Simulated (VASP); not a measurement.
# Ru5N in VASP: single point with PBE

Aim: the single point of Ru5N with PBE.

Everything below comes from runs of VASP 6.6.1. Logs are shortened: lines on timing, memory, paths and dates and some standing lists are left out, and cuts for length are marked.

## (1) The cell of the first run

The cell holds a slab with vacuum, 6 atoms: a = 2.720 Å, b = 2.720 Å, c = 24.036 Å, α = 90.00°, β = 90.00°, γ = 120.00°.

## (2) Single point, PBE

INCAR

```
ALGO = Normal ; AMIX = 0.1
AMIX_MAG = 0.4 ; BMIX = 1E-4
BMIX_MAG = 1E-4 ; DIPOL = 0.5 0.5 0.385
EDIFF = 1E-6 ; ENCUT = 640
GGA = PE ; GGA_COMPAT = F
IDIPOL = 3 ; ISIF = 2
ISMEAR = 0 ; KPAR = 4
LASPH = T ; LCHARG = T
LDIPOL = T ; LREAL = F
LVACPOTAV = T ; LVHAR = T
LWAVE = F ; NBANDS = 46
NELM = 300 ; NELMDL = -8
PREC = Accurate ; SIGMA = 0.1
```

KPOINTS

```
k-points
0
Gamma
  12 12 1
```

POSCAR

```
Ru5N
1.0
    2.7197977465      0.0000000000      0.0000000000
   -1.3598988732      2.3554139416      0.0000000000
    0.0000000000      0.0000000000     24.0359895925
Ru N
5 1
Direct
    0.6666666667      0.3333333333      0.1664171132
    0.3333333333      0.6666666667      0.2557968275
    0.6666666667      0.3333333333      0.3452060919
    0.3333333333      0.6666666667      0.4352311869
    0.6666666667      0.3333333333      0.5215507997
    1.0000000000      0.5000000000      0.5843902194
```

Potentials or basis: VASP PAW PBE potentials, release 64 (Ru_pv, N).

Run with:

```
> cat potpaw_PBE.64/Ru_pv/POTCAR potpaw_PBE.64/N/POTCAR > POTCAR
> mpirun -np 4 vasp_std > vasp.out
```

OUTCAR:

```text
AMIX = 0.1
   AMIX_MAG = 0.4
   EDIFF = 1E-6
   ENCUT = 640
   GGA = PE
   ISIF = 2
   ISMEAR = 0
   LASPH = T
   LREAL = F
   NELM = 300
   NELMDL = -8
   PREC = Accurate

 ion  position               nearest neighbor table
   1  0.667  0.333  0.166-   2 2.66   2 2.66   2 2.66
   2  0.333  0.667  0.256-   1 2.66   1 2.66   1 2.66   3 2.66   3 2.66   3 2.66
   3  0.667  0.333  0.345-   2 2.66   2 2.66   2 2.66   4 2.67   4 2.67   4 2.67
   4  0.333  0.667  0.435-   5 2.60   5 2.60   5 2.60   3 2.67   3 2.67   3 2.67
   5  0.667  0.333  0.522-   6 1.70   6 2.57   6 2.57   4 2.60   4 2.60   4 2.60
   6  0.000  0.500  0.584-   5 1.70   5 2.57   5 2.57

  LATTYP: Found a hexagonal cell.
 ALAT       =     2.7197977465
 C/A-ratio  =     8.8374180115

  Lattice vectors:

 A1 = (   2.7197977465,   0.0000000000,   0.0000000000)
 A2 = (  -1.3598988732,   2.3554139416,   0.0000000000)
 A3 = (   0.0000000000,   0.0000000000,  24.0359895925)

Analysis of symmetry for initial positions (statically):
=====================================================================
 Subroutine PRICEL returns:
 Original cell was already a primitive cell.

 Routine SETGRP: Setting up the symmetry group for a
 hexagonal supercell.

 Subroutine GETGRP returns: Found  2 space group operations
 (whereof  2 operations were pure point group operations)
 out of a pool of 24 trial point group operations.

The static configuration has the point symmetry C_1h.

Analysis of symmetry for dynamics (positions and initial velocities):
=====================================================================
 Subroutine PRICEL returns:
 Original cell was already a primitive cell.

 Routine SETGRP: Setting up the symmetry group for a
 hexagonal supercell.

 Subroutine GETGRP returns: Found  2 space group operations
 (whereof  2 operations were pure point group operations)
 out of a pool of 24 trial point group operations.

The dynamic configuration has the point symmetry C_1h.

 Subroutine INISYM returns: Found  2 space group operations
 (whereof  2 operations are pure point group operations),
 and found     1 'primitive' translations

----------------------------------------------------------------------------------------

                                     Primitive cell

  volume of cell :     153.9805

  direct lattice vectors                    reciprocal lattice vectors
     2.719797746  0.000000000  0.000000000     0.367674398  0.212276913  0.000000000
    -1.359898873  2.355413942  0.000000000     0.000000000  0.424553826  0.000000000
     0.000000000  0.000000000 24.035989592     0.000000000  0.000000000  0.041604278

  length of vectors
     2.719797746  2.719797746 24.035989592     0.424553826  0.424553826  0.041604278

  position of ions in fractional coordinates (direct lattice)
     0.666666667  0.333333333  0.166417113
     0.333333333  0.666666667  0.255796827
     0.666666667  0.333333333  0.345206092
     0.333333333  0.666666667  0.435231187
     0.666666667  0.333333333  0.521550800
     1.000000000  0.500000000  0.584390219

  ion indices of the primitive-cell ions
   primitive index   ion index
                 1           1
                 2           2
                 3           3
                 4           4
                 5           5
                 6           6

----------------------------------------------------------------------------------------

 KPOINTS: k-points

Automatic generation of k-mesh.
 Grid dimensions read from file:
 generate k-points for:   12   12    1

 Generating k-lattice:

  Cartesian coordinates                     Fractional coordinates (reciprocal lattice)
     0.030639533  0.017689743  0.000000000     0.083333333 -0.000000000  0.000000000
     0.000000000  0.035379485  0.000000000     0.000000000  0.083333333  0.000000000
     0.000000000  0.000000000  0.041604278     0.000000000  0.000000000  1.000000000

  Length of vectors
     0.035379485  0.035379485  0.041604278

  Shift w.r.t. Gamma in fractional coordinates (k-lattice)
     0.000000000  0.000000000  0.000000000

 Subroutine IBZKPT returns following result:
 ===========================================

 Found     43 irreducible k-points:

 Following reciprocal coordinates:
            Coordinates               Weight
  0.000000  0.000000  0.000000      1.000000
  0.083333 -0.000000  0.000000      2.000000
  0.000000  0.083333  0.000000      4.000000
  0.166667  0.000000  0.000000      2.000000
  0.000000  0.166667  0.000000      4.000000
  0.250000 -0.000000  0.000000      2.000000
[... 16 lines left out ...]
 -0.083333  0.416667  0.000000      4.000000
 -0.416667  0.333333  0.000000      4.000000
 [... further k-points ...]
   k-points           NKPTS =     43   k-points in BZ     NKDIM =     43   number of bands    NBANDS=     46
   number of dos      NEDOS =    301   number of ions     NIONS =      6
   total plane-waves  NPLWV = 115200
   dimension x,y,z NGX =    24 NGY =   24 NGZ =  200
   dimension x,y,z NGXF=    48 NGYF=   48 NGZF=  400
   ions per type =               5   1
   NGX,Y,Z   is equivalent  to a cutoff of  14.67, 14.67, 13.83 a.u.
   NGXF,Y,Z  is equivalent  to a cutoff of  29.34, 29.34, 27.67 a.u.
 SYSTEM =  unknown system
   PREC   = accura    normal or accurate (medium, high low for compatibility)
   ISTART =      0    job   : 0-new  1-cont  2-samecut
   ICHARG =      2    charge: 1-file 2-atom 10-const
   ISPIN  =      1    spin polarized calculation?
   LNONCOLLINEAR =      F non collinear calculations
   LSORBIT =      F    spin-orbit coupling
   LASPH  =      T    aspherical Exc in radial PAW
   ENCUT  =  640.0 eV  47.04 Ry    6.86 a.u.   5.61  5.61 49.58*2*pi/ulx,y,z
   NELM   =    300;   NELMIN=  2; NELMDL= -8     # of ELM steps
   EDIFF  = 0.1E-05   stopping-criterion for ELM
   LREAL  =      F    real-space projection
   EDIFFG = 0.1E-04   stopping-criterion for IOM
   NSW    =      0    number of steps for IOM
   IBRION =     -1    ionic relax: 0-MD 1-quasi-New 2-CG
   NFREE  =      0    steps in history (QN), initial steepest desc. (CG)
   ISIF   =      2    stress and relaxation
   ISYM   =      2    0-nonsym 1-usesym 2-fastsym
   POTIM  = 0.5000    time-step for ionic-motion
   TEBEG  =    0.0;   TEEND  =   0.0 temperature during run
   PSTRESS=    0.0 pullay stress
   NELECT =      75.0000    total number of electrons
   NUPDOWN=      -1.0000    fix difference up-down
   EMIN   =  10.00;   EMAX   =-10.00  energy-range for DOS
   EFERMI =   0.00;   METHOD = LEGACY
   ISMEAR =     0;   SIGMA  =   0.10  broadening in eV -4-tet -1-fermi 0-gaus
   EFERMI_NEDOS =   21; number of points for ismear=-14 and -15
   IALGO  =     38    algorithm
   IMIX   =      4    mixing-type and parameters
     AMIX     =   0.10;   BMIX     =  0.00
     AMIX_MAG =   0.40;   BMIX_MAG =  0.00
  volume/ion in A,a.u.               =      25.66       173.19
  Fermi-wavevector in a.u.,A,eV,Ry     =   1.288071  2.434102 22.573809  1.659128
  Thomas-Fermi vector in A             =   2.420047
   LORBIT       =      0    0 simple, 1 ext, 2 COOP (PROOUT), +10 PAW based schemes
   GGA     = PE    functional components
   LHFCALC =     F    Hartree Fock is set to
   AEXX    =    0.0000 exact exchange contribution
   IVDW    =     0    specifies the selected vdW correction
   LEPSILON=     F    determine dielectric tensor
   LRPA    =     F    only Hartree local field effects (RPA)
 non-spin polarized calculation
 Gauss-broadening in eV      SIGMA  =   0.10
  energy-cutoff  :      640.00
  volume of cell :      153.98
 maximum number of plane-waves:      5715
   NGX = 11   NGY = 11   NGZ = 99

 dipolmoment           0.000000      0.000000     -0.021793 electrons x Angstroem

 number of electron      75.0000005 magnetization

 dipolmoment           0.000000      0.000000      0.050691 electrons x Angstroem

 Free energy of the ion-electron system (eV)
  ---------------------------------------------------
  ext. energy  EPLUGINS =         0.00000000
  ---------------------------------------------------
  free energy    TOTEN  =       -50.50891139 eV

  energy without entropy =      -50.48253630  energy(sigma->0) =      -50.49572385

 E-fermi :   3.0261     XC(G=0):  -7.5635

 val. band max:        3.0233814992   @ k =  -0.0833   0.2500   0.0000
 cond. band min:       3.0354244468   @ k =  -0.4167   0.3333   0.0000
 fundamental gap:      0.0120429477
 Fermi energy:         3.0261269369

 k-point     1 :       0.0000    0.0000    0.0000
  band No.  band energies     occupation
      1     -41.4837      2.00000
      2     -40.5209      2.00000
      3     -40.3740      2.00000
      4     -40.1971      2.00000
      5     -40.1148      2.00000
      6     -39.8031      2.00000
[... 38 lines left out ...]
     45       3.8948      0.00000
     46       4.1000      0.00000

 k-point     2 :       0.0833   -0.0000    0.0000
  band No.  band energies     occupation
      1     -41.4801      2.00000
      2     -40.5099      2.00000
      3     -40.4131      2.00000
      4     -40.2093      2.00000
      5     -40.1184      2.00000
      6     -39.8562      2.00000
[... 38 lines left out ...]
     45       4.1527      0.00000
     46       4.2020      0.00000

 k-point     3 :       0.0000    0.0833    0.0000
  band No.  band energies     occupation
      1     -41.4769      2.00000
      2     -40.5081      2.00000
      3     -40.3926      2.00000
      4     -40.2409      2.00000
      5     -40.1119      2.00000
      6     -39.8492      2.00000
[... 1018 lines left out ...]
     45       5.1525      0.00000
     46       5.5448      0.00000

 k-point    24 :      -0.4167    0.3333    0.0000
  band No.  band energies     occupation
      1     -41.4430      2.00000
      2     -40.8387      2.00000
      3     -40.4728      2.00000
      4     -40.4522      2.00000
      5     -40.3849      2.00000
      6     -40.2080      2.00000
[... 38 lines left out ...]
     45       5.1511      0.00000
     46       5.5615      0.00000

 [... further k-points ...]

------------------------ aborting loop because EDIFF is reached ----------------------------------------

  FORCE on cell =-STRESS in cart. coord.  units (eV):
  Direction    XX          YY          ZZ          XY          YZ          ZX
  --------------------------------------------------------------------------------------
  -------------------------------------------------------------------------------------
  Total        1.7671568      2.3445117      1.6347712     -0.5000039      0.9600277      1.6628169
  in kB       18.3873785     24.3947920     17.0098975     -5.2025727      9.9891488     17.3017149
  external PRESSURE =      19.9306893 kB  Pullay stress =       0.0000000 kB

 VOLUME and BASIS-vectors are now :
 -----------------------------------------------------------------------------
  energy-cutoff  :      640.00
  volume of cell :      153.98
      direct lattice vectors                 reciprocal lattice vectors
     2.719797746  0.000000000  0.000000000     0.367674398  0.212276913  0.000000000
    -1.359898873  2.355413942  0.000000000     0.000000000  0.424553826  0.000000000
     0.000000000  0.000000000 24.035989592     0.000000000  0.000000000  0.041604278

 POSITION                                       TOTAL-FORCE (eV/Angst)
 -----------------------------------------------------------------------------------
      1.35990      0.78514      4.00000        -0.010046     -0.005800      0.809539
     -0.00000      1.57028      6.14833        -0.026467     -0.015281     -0.634290
      1.35990      0.78514      8.29737         0.030837      0.017804     -0.194140
     -0.00000      1.57028     10.46121        -0.430059     -0.248295     -1.681580
      1.35990      0.78514     12.53599         0.005855      0.003380      1.510823
     -0.67995      1.17771     14.04640         0.429879      0.248191      0.189649
 -----------------------------------------------------------------------------------
    total drift:                               -0.000002     -0.000001      0.000935

  FREE ENERGIE OF THE ION-ELECTRON SYSTEM (eV)
  ---------------------------------------------------
  free  energy   TOTEN  =       -50.5089113896 eV

  energy  without entropy=      -50.4825363049  energy(sigma->0) =      -50.49572385

 vacuum level on the upper side and lower side of the slab         9.534         8.103
```

Run time: 3.7 min. Hardware: 4 MPI ranks of AMD EPYC 7R13 (Zen 3), shared host; peak memory 0.51 GiB.

Results:

- Free energy: -50.5089 eV
- Largest force: 1.753 eV/Å
- Band gap on the k mesh: zero (an odd number of electrons rules out a gap without spin polarisation)

Forces in eV/Å, atoms in the order of the input:
```
Ru  -0.010 -0.006  0.810
Ru  -0.026 -0.015 -0.634
Ru   0.031  0.018 -0.194
Ru  -0.430 -0.248 -1.682
Ru   0.006  0.003  1.511
N    0.430  0.248  0.190
```
